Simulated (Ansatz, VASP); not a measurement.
# Two plane-wave programs on Sn2C3

```
CELL_PARAMETERS angstrom
0.00000 4.52734 4.52734
4.52734 0.00000 4.52734
4.52734 4.52734 0.00000
ATOMIC_POSITIONS crystal
Sn 0.00000 0.00000 0.00000
Sn 0.50000 0.50000 0.50000
Sn 0.25000 0.25000 0.25000
Sn 0.75000 0.75000 0.75000
C 0.70009 0.29991 0.29991
C 0.29991 0.70009 0.70009
C 0.29991 0.70009 0.29991
C 0.70009 0.29991 0.70009
C 0.29991 0.29991 0.70009
C 0.70009 0.70009 0.29991
```

Alike in both runs: task relaxation of cell and atoms; functional PBE; k mesh 3 × 3 × 3; occupations gaussian, width 0.2 eV; no spin polarisation.

|  | VASP | Ansatz |
| --- | --- | --- |
| version | VASP 6.6.1 | Ansatz 0.2.0 |
| potentials or method | VASP PAW PBE potentials, release 64 (Sn_d, C), cutoff 600 eV | scalar-relativistic, plane waves, PAW |
| valence electrons in the cell | 80 | 80 |

```csv
,VASP,Ansatz,Ansatz less VASP
"gap on the k mesh at the Fermi level, each at its own relaxed structure (eV)",none,none,-
relaxed volume (Å³/atom),16.38,16.43,+0.051
relaxed length of the cell vector where the two differ most in proportion (Å),6.142,6.148,+0.0063
```

A gap of «none» marks a metal or a gap that the smearing closes.

The k mesh is coarse, so the values compare programs but aren't converged.
